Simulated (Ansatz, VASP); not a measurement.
# Two plane-wave programs on Zn2GeO3

```
Zn Ge O
1.0
     2.80691    1.62057    2.54288
    -2.80691    1.62057    2.54288
     0.00000   -3.24114    2.54288
Zn Ge O
2 1 3
Direct
  0.65012 0.65012 0.65012
  0.34988 0.34988 0.34988
  0.00000 0.00000 0.00000
  0.50000 0.00000 0.00000
  0.00000 0.50000 0.00000
  0.00000 0.00000 0.50000
```

Change from the starting cell: species swapped into the Er2AlFe3 type (R-3m, No. 166).

Alike in both runs: functional PBE; k mesh 12 × 12 × 12; occupations gaussian, width 0.1 eV; no spin polarisation.

Ansatz relaxed the structure, and its values are those at the end. VASP's run is a single point on that final structure, the one shown.

```csv
,VASP,Ansatz
version,VASP 6.6.1,Ansatz 0.2.0
potentials or method,"VASP PAW PBE potentials, release 64 (Zn, Ge_d, O), cutoff 520 eV","scalar-relativistic, plane waves, PAW"
valence electrons in the cell,56,56
```

|  | VASP | Ansatz | Ansatz less VASP |
| --- | --- | --- | --- |
| gap on the k mesh at the Fermi level (eV) | none | none | - |
| pressure (GPa) | 0.5 | 0.0 | -0.52 |
| rms of the force components (eV/Å) | 0.011 | 0.001 | -0.0103 |

A gap of «none» marks a metal or a gap that the smearing closes. The functional is the same, so the differences come from potentials, cutoffs and numerics.
